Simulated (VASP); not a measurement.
# Bi (P6_3/mmc) in VASP: single point with BLYP

Aim: the single point of Bi with BLYP.

All numbers are computed with VASP 6.6.1; they aren't measurements. Logs are shortened: lines on timing, memory, paths and dates and some standing lists are left out, and cuts for length are marked.

## 1. The cell of the first run

The structure is hexagonal, space group P6_3/mmc (No. 194). The conventional cell has a = 3.627 Å, b = 3.627 Å, c = 6.020 Å, α = 90.00°, β = 90.00°, γ = 120.00°. Within 4.8 Å of Bi (site symmetry -6m2) lie 12 Bi at 3.63 to 3.67 Å.

This isn't the form of Bi at room conditions, which is rhombohedral.

## 2. Single point, BLYP

INCAR reads:

```
SYSTEM = Bi
AGGAC = 1.0 ; AGGAX = 1.0
ALDAC = 0.0 ; ALDAX = 1.0
ALGO = Normal ; EDIFF = 1E-6
ENCUT = 520 ; GGA = B5
ISIF = 2 ; ISMEAR = -1
LASPH = .TRUE. ; LCHARG = .FALSE.
LREAL = .FALSE. ; LWAVE = .FALSE.
NBANDS = 22 ; NELM = 100
PREC = Accurate ; SIGMA = 0.1
```

KPOINTS reads:

```
k-points
0
G
  16 16 9
  0 0 0
```

POSCAR reads:

```
Bi
1.0
    3.6269596071      0.0000000000      0.0000000000
   -1.8134798036      3.1410391582      0.0000000000
    0.0000000000      0.0000000000      6.0196806440
Bi
2
Direct
    0.3333333333      0.6666666667      0.2500000000
    0.6666666667      0.3333333333      0.7500000000
```

Potentials or basis: VASP PAW PBE potentials, release 64 (Bi_d).

Run with:

```sh
cat potpaw_PBE.64/Bi_d/POTCAR > POTCAR
mpirun -np 1 vasp_std > vasp.out
```

OUTCAR:

```text
SYSTEM = Bi
   EDIFF = 1E-6
   ENCUT = 520
   GGA = B5
   ISIF = 2
   ISMEAR = -1
   LASPH = .TRUE.
   LREAL = .FALSE.
   NELM = 100
   PREC = Accurate

 ion  position               nearest neighbor table
   1  0.333  0.667  0.250-   2 3.67   2 3.67   2 3.67   2 3.67   2 3.67   2 3.67
   2  0.667  0.333  0.750-   1 3.67   1 3.67   1 3.67   1 3.67   1 3.67   1 3.67

  LATTYP: Found a hexagonal cell.
 ALAT       =     3.6269596071
 C/A-ratio  =     1.6597043519

  Lattice vectors:

 A1 = (   3.6269596071,   0.0000000000,   0.0000000000)
 A2 = (  -1.8134798036,   3.1410391582,   0.0000000000)
 A3 = (   0.0000000000,   0.0000000000,   6.0196806440)

Analysis of symmetry for initial positions (statically):
=====================================================================
 Subroutine PRICEL returns:
 Original cell was already a primitive cell.

 Routine SETGRP: Setting up the symmetry group for a
 hexagonal supercell.

 Subroutine GETGRP returns: Found 24 space group operations
 (whereof 12 operations were pure point group operations)
 out of a pool of 24 trial point group operations.

The static configuration has the point symmetry D_3d.
 The point group associated with its full space group is D_6h.

Analysis of symmetry for dynamics (positions and initial velocities):
=====================================================================
 Subroutine PRICEL returns:
 Original cell was already a primitive cell.

 Routine SETGRP: Setting up the symmetry group for a
 hexagonal supercell.

 Subroutine GETGRP returns: Found 24 space group operations
 (whereof 12 operations were pure point group operations)
 out of a pool of 24 trial point group operations.

The dynamic configuration has the point symmetry D_3d.
 The point group associated with its full space group is D_6h.

 Subroutine INISYM returns: Found 24 space group operations
 (whereof 12 operations are pure point group operations),
 and found     1 'primitive' translations

----------------------------------------------------------------------------------------

                                     Primitive cell

  volume of cell :      68.5787

  direct lattice vectors                    reciprocal lattice vectors
     3.626959607  0.000000000  0.000000000     0.275713024  0.159182988  0.000000000
    -1.813479804  3.141039158  0.000000000     0.000000000  0.318365977  0.000000000
     0.000000000  0.000000000  6.019680644     0.000000000  0.000000000  0.166121769

  length of vectors
     3.626959607  3.626959607  6.019680644     0.318365977  0.318365977  0.166121769

  position of ions in fractional coordinates (direct lattice)
     0.333333333  0.666666667  0.250000000
     0.666666667  0.333333333  0.750000000

  ion indices of the primitive-cell ions
   primitive index   ion index
                 1           1
                 2           2

----------------------------------------------------------------------------------------

 KPOINTS: k-points

Automatic generation of k-mesh.
 Grid dimensions read from file:
 generate k-points for:   16   16    9

 Generating k-lattice:

  Cartesian coordinates                     Fractional coordinates (reciprocal lattice)
     0.017232064  0.009948937  0.000000000     0.062500000  0.000000000  0.000000000
     0.000000000  0.019897874  0.000000000     0.000000000  0.062500000  0.000000000
     0.000000000  0.000000000  0.018457974     0.000000000  0.000000000  0.111111111

  Length of vectors
     0.019897874  0.019897874  0.018457974

  Shift w.r.t. Gamma in fractional coordinates (k-lattice)
     0.000000000  0.000000000  0.000000000

 Subroutine IBZKPT returns following result:
 ===========================================

 Found    150 irreducible k-points:

 Following reciprocal coordinates:
            Coordinates               Weight
  0.000000  0.000000  0.000000      1.000000
  0.062500  0.000000  0.000000      6.000000
  0.125000  0.000000  0.000000      6.000000
  0.187500 -0.000000  0.000000      6.000000
  0.250000  0.000000  0.000000      6.000000
  0.312500  0.000000  0.000000      6.000000
[... 16 lines left out ...]
  0.187500  0.187500  0.000000      6.000000
  0.250000  0.187500  0.000000     12.000000
 [... further k-points ...]
   k-points           NKPTS =    150   k-points in BZ     NKDIM =    150   number of bands    NBANDS=     22
   number of dos      NEDOS =    301   number of ions     NIONS =      2
   total plane-waves  NPLWV =  37632
   dimension x,y,z NGX =    28 NGY =   28 NGZ =   48
   dimension x,y,z NGXF=    56 NGYF=   56 NGZF=   96
   ions per type =               2
   NGX,Y,Z   is equivalent  to a cutoff of  12.83, 12.83, 13.26 a.u.
   NGXF,Y,Z  is equivalent  to a cutoff of  25.67, 25.67, 26.51 a.u.
 SYSTEM =  Bi
   PREC   = accura    normal or accurate (medium, high low for compatibility)
   ISTART =      0    job   : 0-new  1-cont  2-samecut
   ICHARG =      2    charge: 1-file 2-atom 10-const
   ISPIN  =      1    spin polarized calculation?
   LNONCOLLINEAR =      F non collinear calculations
   LSORBIT =      F    spin-orbit coupling
   LASPH  =      T    aspherical Exc in radial PAW
   ENCUT  =  520.0 eV  38.22 Ry    6.18 a.u.   6.74  6.74 11.19*2*pi/ulx,y,z
   NELM   =    100;   NELMIN=  2; NELMDL= -5     # of ELM steps
   EDIFF  = 0.1E-05   stopping-criterion for ELM
   LREAL  =      F    real-space projection
   EDIFFG = 0.1E-04   stopping-criterion for IOM
   NSW    =      0    number of steps for IOM
   IBRION =     -1    ionic relax: 0-MD 1-quasi-New 2-CG
   NFREE  =      0    steps in history (QN), initial steepest desc. (CG)
   ISIF   =      2    stress and relaxation
   ISYM   =      2    0-nonsym 1-usesym 2-fastsym
   POTIM  = 0.5000    time-step for ionic-motion
   TEBEG  =    0.0;   TEEND  =   0.0 temperature during run
   PSTRESS=    0.0 pullay stress
   NELECT =      30.0000    total number of electrons
   NUPDOWN=      -1.0000    fix difference up-down
   EMIN   =  10.00;   EMAX   =-10.00  energy-range for DOS
   EFERMI =   0.00;   METHOD = LEGACY
   ISMEAR =    -1;   SIGMA  =   0.10  broadening in eV -4-tet -1-fermi 0-gaus
   EFERMI_NEDOS =   21; number of points for ismear=-14 and -15
   IALGO  =     38    algorithm
   IMIX   =      4    mixing-type and parameters
     AMIX     =   0.40;   BMIX     =  1.00
     AMIX_MAG =   1.60;   BMIX_MAG =  1.00
  volume/ion in A,a.u.               =      34.29       231.40
  Fermi-wavevector in a.u.,A,eV,Ry     =   1.242755  2.348466 21.013371  1.544439
  Thomas-Fermi vector in A             =   2.377095
   LORBIT       =      0    0 simple, 1 ext, 2 COOP (PROOUT), +10 PAW based schemes
   GGA     = B5    functional components
   LHFCALC =     F    Hartree Fock is set to
   AEXX    =    0.0000 exact exchange contribution
   IVDW    =     0    specifies the selected vdW correction
   LEPSILON=     F    determine dielectric tensor
   LRPA    =     F    only Hartree local field effects (RPA)
 non-spin polarized calculation
  energy-cutoff  :      520.00
  volume of cell :       68.58
 maximum number of plane-waves:      1870
 NGX is ok and might be reduce to    28
   NGX = 13   NGY = 13   NGZ = 23

 number of electron      30.0000002 magnetization

 Free energy of the ion-electron system (eV)
  ---------------------------------------------------
  ext. energy  EPLUGINS =         0.00000000
  ---------------------------------------------------
  free energy    TOTEN  =        -5.93763033 eV

  energy without entropy =       -5.89193670  energy(sigma->0) =       -5.91478351

 E-fermi :   7.3374     XC(G=0):  -9.2255

 val. band max:        7.3364606180   @ k =   0.1875   0.1875   0.4444
 cond. band min:       7.3377774590   @ k =   0.3125   0.2500   0.2222
 fundamental gap:      0.0013168410
 Fermi energy:         7.3374363276

 k-point     1 :       0.0000    0.0000    0.0000
  band No.  band energies     occupation
      1     -15.6547      2.00000
      2     -15.6420      2.00000
      3     -15.6381      2.00000
      4     -15.6381      2.00000
      5     -15.6326      2.00000
      6     -15.6326      2.00000
[... 14 lines left out ...]
     21      16.5282      0.00000
     22      17.5339      0.00000

 k-point     2 :       0.0625    0.0000    0.0000
  band No.  band energies     occupation
      1     -15.6541      2.00000
      2     -15.6427      2.00000
      3     -15.6364      2.00000
      4     -15.6343      2.00000
      5     -15.6305      2.00000
      6     -15.6288      2.00000
[... 14 lines left out ...]
     21      16.2333      0.00000
     22      17.6588      0.00000

 k-point     3 :       0.1250    0.0000    0.0000
  band No.  band energies     occupation
      1     -15.6559      2.00000
      2     -15.6410      2.00000
      3     -15.6343      2.00000
      4     -15.6236      2.00000
      5     -15.6219      2.00000
      6     -15.6181      2.00000
[... 14 lines left out ...]
     21      16.3851      0.00000
     22      16.7087      0.00000

 k-point     4 :       0.1875   -0.0000    0.0000
  band No.  band energies     occupation
      1     -15.6627      2.00000
      2     -15.6351      2.00000
      3     -15.6326      2.00000
      4     -15.6244      2.00000
      5     -15.6213      2.00000
      6     -15.6076      2.00000
[... 14 lines left out ...]
     21      16.2061      0.00000
     22      17.2691      0.00000

 k-point     5 :       0.2500    0.0000    0.0000
  band No.  band energies     occupation
      1     -15.6712      2.00000
      2     -15.6372      2.00000
      3     -15.6322      2.00000
      4     -15.6264      2.00000
      5     -15.6211      2.00000
      6     -15.5895      2.00000
[... 417 lines left out ...]
 k-point    22 :       0.4375    0.1250    0.0000
  band No.  band energies     occupation
      1     -15.6759      2.00000
      2     -15.6600      2.00000
      3     -15.6326      2.00000
      4     -15.6306      2.00000
      5     -15.6002      2.00000
      6     -15.5913      2.00000
[... 14 lines left out ...]
     21      16.7508      0.00000
     22      17.7933      0.00000

 k-point    23 :       0.1875    0.1875    0.0000
  band No.  band energies     occupation
      1     -15.6475      2.00000
      2     -15.6444      2.00000
      3     -15.6437      2.00000
      4     -15.6299      2.00000
      5     -15.6065      2.00000
      6     -15.6043      2.00000
[... 14 lines left out ...]
     21      16.3077      0.00000
     22      16.5859      0.00000

 k-point    24 :       0.2500    0.1875    0.0000
  band No.  band energies     occupation
      1     -15.6530      2.00000
      2     -15.6511      2.00000
      3     -15.6313      2.00000
      4     -15.6301      2.00000
      5     -15.6052      2.00000
      6     -15.5913      2.00000
[... 14 lines left out ...]
     21      17.0280      0.00000
     22      17.3118      0.00000

 [... further k-points ...]
[... 5 lines left out ...]
  --------------------------------------------------------------------------------------
  -------------------------------------------------------------------------------------
  Total       -0.0237202     -0.0237202      0.1678536      0.0000000      0.0000000     -0.0000000
  in kB       -0.5541655     -0.5541655      3.9214948      0.0000000      0.0000000     -0.0000000
  external PRESSURE =       0.9377213 kB  Pullay stress =       0.0000000 kB

 VOLUME and BASIS-vectors are now :
 -----------------------------------------------------------------------------
  energy-cutoff  :      520.00
  volume of cell :       68.58
      direct lattice vectors                 reciprocal lattice vectors
     3.626959607  0.000000000  0.000000000     0.275713024  0.159182988  0.000000000
    -1.813479804  3.141039158  0.000000000     0.000000000  0.318365977  0.000000000
     0.000000000  0.000000000  6.019680644     0.000000000  0.000000000  0.166121769

 POSITION                                       TOTAL-FORCE (eV/Angst)
 -----------------------------------------------------------------------------------
     -0.00000      2.09403      1.50492        -0.000000      0.000000      0.000000
      1.81348      1.04701      4.51476         0.000000     -0.000000      0.000000
 -----------------------------------------------------------------------------------
    total drift:                                0.000000     -0.000000      0.000000

  FREE ENERGIE OF THE ION-ELECTRON SYSTEM (eV)
  ---------------------------------------------------
  free  energy   TOTEN  =        -5.9376303321 eV

  energy  without entropy=       -5.8919366961  energy(sigma->0) =       -5.91478351
```

It took 1.7 min on 1 thread of Oxide Virtual Turin-like, shared host; peak memory 0.27 GiB.

What came out:

| Quantity | Value |
| --- | --- |
| Free energy | -5.9376 eV |
| Pressure | 0.1 GPa |
| Band gap on the k mesh | zero (bands 15 and 16 overlap by 5.54 eV) |

Stress tensor (GPa, compression positive):
```
-0.06  0.00  0.00
 0.00 -0.06  0.00
 0.00  0.00  0.39
```

Levels at points of the mesh, in eV from the Fermi level:
```csv
k point,band 12,band 13,band 14,band 15,band 16,band 17,band 18,band 19
"(0.00, 0.00, 0.00)",-10.81,-4.68,2.94,2.94,4.00,4.20,4.20,6.98
"(0.50, 0.00, 0.00)",-9.91,-4.03,-2.81,-1.72,0.33,0.38,2.80,5.12
```

Caveat: the PAW data sets were made with another functional, which shifts forces and pressure a little; spin-orbit coupling is left out, which moves the levels of the heavy elements.
